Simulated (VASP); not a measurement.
Crystal: CsAg3.

```
CELL_PARAMETERS angstrom
4.66844 0.00000 0.00000
0.00000 4.66844 0.00000
0.00000 0.00000 4.66844
ATOMIC_POSITIONS crystal
Cs 0.00000 0.00000 0.00000
Ag 0.00000 0.50000 0.50000
Ag 0.50000 0.00000 0.50000
Ag 0.50000 0.50000 0.00000
```

* Program: VASP 6.6.1
* Task: relaxation of cell and atoms
* Functional: PBE
* Potentials or basis: VASP PAW PBE potentials, release 64 (Cs_sv, Ag)
* Cutoff: 600 eV
* k mesh: 10 × 10 × 10
* Occupations: gaussian, width 0.1 eV
* Spin: no spin polarisation

At the start: pressure 3.0 GPa; volume 25.44 Å³/atom.

**Question.** How do energy, volume and symmetry change on relaxing?

**Answer.** Over 4 steps the energy falls by 25.3 meV/atom and the volume is 28.59 Å³/atom (+12.4 %); space group Pm-3m (No. 221, to 0.1 Å) before and after.

The path:
```
step  energy change (eV)  largest force (eV/Å)  pressure (GPa)  volume (Å³)
   1              0.0000                0.0000            2.96       101.75
   2             -0.0850                0.0000            1.02       108.82
   3             -0.1005                0.0000           -0.18       115.41
   4             -0.1012                0.0000           -0.02       114.34
```

Final structure:
```
CELL_PARAMETERS angstrom
4.85367 0.00000 0.00000
0.00000 4.85367 0.00000
0.00000 0.00000 4.85367
ATOMIC_POSITIONS crystal
Cs 0.00000 0.00000 0.00000
Ag 0.00000 0.50000 0.50000
Ag 0.50000 0.00000 0.50000
Ag 0.50000 0.50000 0.00000
```
